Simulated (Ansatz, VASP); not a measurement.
## Ga in VASP and in Ansatz

```
Ga
1.0
     2.31080   -3.87292    0.00000
     2.31080    3.87292    0.00000
     0.00000    0.00000    4.54631
Ga
4
Cartesian
  2.3108 -2.6662 0.3816
  2.3108 -1.2067 2.6548
  2.3108 2.6662 4.1647
  2.3108 1.2067 1.8915
```

Alike in both runs: task single point; functional PBE; k mesh 8 × 8 × 7; occupations methfessel-paxton of order 1, width 1 eV; no spin polarisation.

```csv
,VASP,Ansatz
version,VASP 6.6.1,Ansatz 0.2.0
potentials or method,"VASP PAW PBE potentials, release 64 (Ga_d), cutoff 520 eV","plane waves (420 eV) with PAW, scalar-relativistic"
valence electrons in the cell,52,52
```

|  | VASP | Ansatz | Ansatz less VASP |
| --- | --- | --- | --- |
| pressure (GPa) | -0.1 | -0.2 | -0.12 |
| traceless stress, the component that is largest in VASP (GPa) | -0.24 | -0.25 | -0.013 |
